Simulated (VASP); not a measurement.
# EuS (Fm-3m) in VASP: further runs, part 2 of 2

VASP 6.6.1. The steps go on from the part before.

### Step 4. Single point, r2SCAN+rVV10, collinear spin, ferromagnetic start

This run uses another cell than the first one, of 24.79 Å³/atom.

POSCAR

```
EuS
1.0
    0.0000000000      2.9158675945      2.9158675945
    2.9158675945      0.0000000000      2.9158675945
    2.9158675945      2.9158675945      0.0000000000
Eu S
1 1
Direct
    0.0000000000      0.0000000000      0.0000000000
    0.5000000000      0.5000000000      0.5000000000
```

INCAR.step1

```
SYSTEM = EuS
PREC     = Accurate       ! precision mode
ENCUT    = 800            ! plane-wave cutoff, eV
ISMEAR   = -1             ! smearing method
SIGMA    = 0.1            ! smearing width, eV
LREAL    = .FALSE.        ! projectors in reciprocal space
LASPH    = .TRUE.         ! aspherical terms in the spheres
NELM     = 200            ! most SCF steps
ISPIN    = 2              ! spin polarisation
MAGMOM   = 9.1 0          ! initial moments
LMAXMIX  = 6              ! l up to which the mixer works
NBANDS   = 22             ! bands
GGA      = PE             ! functional
ALGO     = Normal         ! electronic algorithm
EDIFF    = 1E-5           ! SCF threshold, eV
LWAVE    = .TRUE.         ! write WAVECAR
LCHARG   = .FALSE.        ! write CHGCAR
GGA_COMPAT= .FALSE.
```

INCAR.step2

```
SYSTEM = EuS
PREC     = Accurate       ! precision mode
ENCUT    = 800            ! plane-wave cutoff, eV
EDIFF    = 1E-6           ! SCF threshold, eV
ISMEAR   = -1             ! smearing method
SIGMA    = 0.1            ! smearing width, eV
LREAL    = .FALSE.        ! projectors in reciprocal space
LASPH    = .TRUE.         ! aspherical terms in the spheres
NELM     = 200            ! most SCF steps
ALGO     = Normal         ! electronic algorithm
ISIF     = 2              ! what is computed and relaxed
LWAVE    = .FALSE.        ! write WAVECAR
LCHARG   = .TRUE.         ! write CHGCAR
ISPIN    = 2              ! spin polarisation
MAGMOM   = 9.1 0          ! initial moments
LORBIT   = 11             ! projections on sites
LMAXMIX  = 6              ! l up to which the mixer works
METAGGA  = R2SCAN         ! meta-GGA
LMIXTAU  = .TRUE.       
LUSE_VDW = .TRUE.       
IVDW_NL  = 2            
BPARAM   = 11.95        
CPARAM   = 0.0093       
LELF     = .TRUE.         ! ELF
LVHAR    = .TRUE.       
NBANDS   = 22             ! bands
ISTART   = 1            
GGA_COMPAT= .FALSE.
```

KPOINTS

```
Automatic mesh
0
G
  9 9 9
  0 0 0
```

Potentials or basis: VASP PAW PBE potentials, release 64 (Eu, S).

Command:

```
$ cat potpaw_PBE.64/Eu/POTCAR potpaw_PBE.64/S/POTCAR > POTCAR
$ cp INCAR.step1 INCAR
$ mpirun -np 1 vasp_std > vasp.out
$ cp INCAR.step2 INCAR
$ mpirun -np 1 vasp_std > vasp.out
```

OUTCAR:

```text
SYSTEM = EuS
   PREC = Accurate
   ENCUT = 800
   EDIFF = 1E-6
   ISMEAR = -1
   LREAL = .FALSE.
   LASPH = .TRUE.
   NELM = 200
   ISIF = 2
   ISPIN = 2
   LORBIT = 11
   METAGGA = R2SCAN
   IVDW_NL = 2
   BPARAM = 11.95
   ISTART = 1

 ion  position               nearest neighbor table
   1  0.000  0.000  0.000-   2 2.92   2 2.92   2 2.92   2 2.92   2 2.92   2 2.92
   2  0.500  0.500  0.500-   1 2.92   1 2.92   1 2.92   1 2.92   1 2.92   1 2.92

  LATTYP: Found a face centered cubic cell.
 ALAT       =     5.8317351890

  Lattice vectors:

 A1 = (   0.0000000000,   2.9158675945,   2.9158675945)
 A2 = (   2.9158675945,   0.0000000000,   2.9158675945)
 A3 = (   2.9158675945,   2.9158675945,   0.0000000000)

Analysis of symmetry for initial positions (statically):
=====================================================================
 Subroutine PRICEL returns:
 Original cell was already a primitive cell.

 Routine SETGRP: Setting up the symmetry group for a
 face centered cubic supercell.

 Subroutine GETGRP returns: Found 48 space group operations
 (whereof 48 operations were pure point group operations)
 out of a pool of 48 trial point group operations.

The static configuration has the point symmetry O_h .

Analysis of symmetry for dynamics (positions and initial velocities):
=====================================================================
 Subroutine PRICEL returns:
 Original cell was already a primitive cell.

 Routine SETGRP: Setting up the symmetry group for a
 face centered cubic supercell.

 Subroutine GETGRP returns: Found 48 space group operations
 (whereof 48 operations were pure point group operations)
 out of a pool of 48 trial point group operations.

The dynamic configuration has the point symmetry O_h .

Analysis of structural, dynamic, and magnetic symmetry:
=====================================================================
 Subroutine PRICEL returns:
 Original cell was already a primitive cell.

 Routine SETGRP: Setting up the symmetry group for a
 face centered cubic supercell.

 Subroutine GETGRP returns: Found 48 space group operations
 (whereof 48 operations were pure point group operations)
 out of a pool of 48 trial point group operations.

The overall configuration has the point symmetry O_h .

 Subroutine INISYM returns: Found 48 space group operations
 (whereof 48 operations are pure point group operations),
 and found     1 'primitive' translations

----------------------------------------------------------------------------------------

                                     Primitive cell

  volume of cell :      49.5831

  direct lattice vectors                    reciprocal lattice vectors
     0.000000000  2.915867594  2.915867594    -0.171475550  0.171475550  0.171475550
     2.915867594  0.000000000  2.915867594     0.171475550 -0.171475550  0.171475550
     2.915867594  2.915867594  0.000000000     0.171475550  0.171475550 -0.171475550

  length of vectors
     4.123659498  4.123659498  4.123659498     0.297004365  0.297004365  0.297004365

  position of ions in fractional coordinates (direct lattice)
     0.000000000  0.000000000  0.000000000
[... 70 lines left out ...]
   ISTART =      1    job   : 0-new  1-cont  2-samecut
   ICHARG =      0    charge: 1-file 2-atom 10-const
   ISPIN  =      2    spin polarized calculation?
   LNONCOLLINEAR =      F non collinear calculations
   LSORBIT =      F    spin-orbit coupling
   LASPH  =      T    aspherical Exc in radial PAW
   ENCUT  =  800.0 eV  58.80 Ry    7.67 a.u.   9.51  9.51  9.51*2*pi/ulx,y,z
   NELM   =    200;   NELMIN=  2; NELMDL=  0     # of ELM steps
   EDIFF  = 0.1E-05   stopping-criterion for ELM
   LREAL  =      F    real-space projection
   EDIFFG = 0.1E-04   stopping-criterion for IOM
   NSW    =      0    number of steps for IOM
   IBRION =     -1    ionic relax: 0-MD 1-quasi-New 2-CG
   NFREE  =      0    steps in history (QN), initial steepest desc. (CG)
   ISIF   =      2    stress and relaxation
   ISYM   =      2    0-nonsym 1-usesym 2-fastsym
   POTIM  = 0.5000    time-step for ionic-motion
   TEBEG  =    0.0;   TEEND  =   0.0 temperature during run
   PSTRESS=    0.0 pullay stress
   NELECT =      23.0000    total number of electrons
   NUPDOWN=      -1.0000    fix difference up-down
   EMIN   =  10.00;   EMAX   =-10.00  energy-range for DOS
   EFERMI =   0.00;   METHOD = LEGACY
   ISMEAR =    -1;   SIGMA  =   0.10  broadening in eV -4-tet -1-fermi 0-gaus
   EFERMI_NEDOS =   21; number of points for ismear=-14 and -15
   IALGO  =     38    algorithm
   IMIX   =      4    mixing-type and parameters
     AMIX     =   0.40;   BMIX     =  1.00
     AMIX_MAG =   1.60;   BMIX_MAG =  1.00
  volume/ion in A,a.u.               =      24.79       167.30
  Fermi-wavevector in a.u.,A,eV,Ry     =   1.267281  2.394814 21.850977  1.606002
  Thomas-Fermi vector in A             =   2.400437
   LORBIT       =     11    0 simple, 1 ext, 2 COOP (PROOUT), +10 PAW based schemes
   METAGGA = R2SCAN    functional components
   LHFCALC =     F    Hartree Fock is set to
   AEXX    =    0.0000 exact exchange contribution
   IVDW_NL    =     2    kernel type
   BPARAM     =11.9500
   IVDW    =     0    specifies the selected vdW correction
   LEPSILON=     F    determine dielectric tensor
   LRPA    =     F    only Hartree local field effects (RPA)
 spin polarized calculation
  energy-cutoff  :      800.00
  volume of cell :       49.58
 maximum number of plane-waves:      2637
 NGX is ok and might be reduce to    40
   NGX = 19   NGY = 19   NGZ = 19

 number of electron      22.9999999 magnetization       6.9579241

 Free energy of the ion-electron system (eV)
  ---------------------------------------------------
  ext. energy  EPLUGINS =         0.00000000
  ---------------------------------------------------
  free energy    TOTEN  =       -52.05693648 eV

  energy without entropy =      -52.00974892  energy(sigma->0) =      -52.03334270

 E-fermi :   4.7620     XC(G=0): -10.4766

 val. band max:        4.7413603915   @ k =   0.4444   0.3333   0.0000
 cond. band min:       4.8007891463   @ k =  -0.4444   0.4444   0.0000
 fundamental gap:      0.0594287548
 Fermi energy:         4.7619782193

 spin component 1

 k-point     1 :       0.0000    0.0000    0.0000
  band No.  band energies     occupation
      1     -38.2170      1.00000
      2     -16.3030      1.00000
      3     -16.3030      1.00000
      4     -16.3030      1.00000
      5      -9.6914      1.00000
      6       1.5902      1.00000
[... 589 lines left out ...]
     21      10.0120      0.00000
     22      12.6999      0.00000

 [... further k-points ...]

 spin component 2

 k-point     1 :       0.0000    0.0000    0.0000
  band No.  band energies     occupation
      1     -34.5821      1.00000
      2     -13.7337      1.00000
      3     -13.7337      1.00000
      4     -13.7337      1.00000
      5      -9.6750      1.00000
      6       1.7902      1.00000
[... 589 lines left out ...]
     21      11.2702      0.00000
     22      13.5914      0.00000

 [... further k-points ...]

------------------------ aborting loop because EDIFF is reached ----------------------------------------

  FORCE on cell =-STRESS in cart. coord.  units (eV):
  Direction    XX          YY          ZZ          XY          YZ          ZX
  --------------------------------------------------------------------------------------
  -------------------------------------------------------------------------------------
  Total       -0.0805092     -0.0805092     -0.0805092      0.0000000     -0.0000000      0.0000000
  in kB       -2.6014927     -2.6014927     -2.6014927      0.0000000     -0.0000000      0.0000000
  external PRESSURE =      -2.6014927 kB  Pullay stress =       0.0000000 kB

 VOLUME and BASIS-vectors are now :
 -----------------------------------------------------------------------------
  energy-cutoff  :      800.00
  volume of cell :       49.58
      direct lattice vectors                 reciprocal lattice vectors
     0.000000000  2.915867594  2.915867594    -0.171475550  0.171475550  0.171475550
     2.915867594  0.000000000  2.915867594     0.171475550 -0.171475550  0.171475550
     2.915867594  2.915867594  0.000000000     0.171475550  0.171475550 -0.171475550

 POSITION                                       TOTAL-FORCE (eV/Angst)
 -----------------------------------------------------------------------------------
      0.00000      0.00000      0.00000         0.000000      0.000000      0.000000
      2.91587      2.91587      2.91587        -0.000000      0.000000     -0.000000
 -----------------------------------------------------------------------------------
    total drift:                                0.000000     -0.000000     -0.000000

  FREE ENERGIE OF THE ION-ELECTRON SYSTEM (eV)
  ---------------------------------------------------
  free  energy   TOTEN  =       -52.0569364830 eV

  energy  without entropy=      -52.0097489186  energy(sigma->0) =      -52.03334270

 total charge

# of ion       s       p       d       f       tot
--------------------------------------------------
    1        2.037   5.805   0.321   6.650  14.813
    2        1.306   2.480   0.000   0.000   3.786
--------------------------------------------------
tot          3.343   8.285   0.321   6.650  18.599

 magnetization (x)

# of ion       s       p       d       f       tot
--------------------------------------------------
    1       -0.025  -0.187   0.092   6.618   6.497
    2       -0.010  -0.073   0.000   0.000  -0.082
--------------------------------------------------
tot         -0.035  -0.260   0.092   6.618   6.415
```

Wall time 5.5 min (1 thread of Intel Xeon 6975P-C (Granite Rapids), shared host); peak memory 0.64 GiB.

Results:

- Free energy: -52.0569 eV
- Pressure: -0.3 GPa
- Net moment: 6.96 μB per cell
- Site moments: Eu +6.50; S -0.08 μB
- Valence electrons inside the program's atomic spheres: Eu 14.81; S 3.79

Caveat: the PAW data sets were made with another functional, which shifts forces and pressure a little; spin-orbit coupling is left out, which moves the levels of the heavy elements; a cell with one magnetic atom can't hold antiferromagnetic order, which such compounds often take; semilocal functionals describe open f shells poorly, which spoils levels, moments and volumes. The state reached can hang on the start; a lower one may exist.

### Step 5. Overview

| task | level | cell | cutoff (eV) | gap on the mesh (eV) | pressure (GPa) | moment (μB) |
| --- | --- | --- | --- | --- | --- | --- |
| single point | PBE+D3(BJ) | a = 4.073 Å, angles 60.0°, 2 atoms | 600 | none | -0.2 | 6.91 |
| relaxation of cell and atoms | PBE+D3(BJ) | relaxed from a = 4.212 Å, angles 60.0°, 2 atoms | 600 | none | 0.0 | 6.90 |
| single point | r2SCAN+rVV10 | a = 4.124 Å, angles 60.0°, 2 atoms | 800 | none | -0.3 | 6.96 |

Alike in all rows: potentials or basis VASP PAW PBE potentials, release 64 (Eu, S); spin collinear, ferromagnetic start; k mesh 9 × 9 × 9; smearing fermi-dirac 0.1 eV.

Caveats: spin-orbit coupling is left out, which moves the levels of the heavy elements; a cell with one magnetic atom can't hold antiferromagnetic order, which such compounds often take; semilocal functionals describe open f shells poorly, which spoils levels, moments and volumes; the PAW data sets were made with another functional, which shifts forces and pressure a little (at least some runs).

Total energies depend on the potentials used, so only differences within one code and one set of settings carry meaning.

### Step 6. How close it comes

Step 2. A measured gap of EuS is 1.72 eV (optical; 300 K; powder; “Crystal-field mediated electronic transitions of EuS up to 35 GPa”, 2022, pmc:8786971); the calculated 0.00 eV misses it by -1.72 eV. So large a miss can be the level of theory's own, or it may mean another phase, state or a wrong row. Spin-orbit coupling on Eu is left out. The value is that of PBE+D3(BJ) on a finite k mesh, which can miss the band edges, without temperature or zero-point motion. Semilocal functionals fall short of measured gaps as a rule. The run's magnetic order (collinear spin, ferromagnetic start) needn't be the measured crystal's.

Step 4. Against the measured gap of EuS, 1.72 eV (optical; 300 K; powder; “Crystal-field mediated electronic transitions of EuS up to 35 GPa”, 2022, pmc:8786971), the calculated 0.00 eV is off by -1.72 eV. So large a miss can be the level of theory's own, or it may mean another phase, state or a wrong row. Spin-orbit coupling on Eu is left out. The value is that of r2SCAN+rVV10 on a finite k mesh, which can miss the band edges, without temperature or zero-point motion. The run's magnetic order (collinear spin, ferromagnetic start) needn't be the measured crystal's.
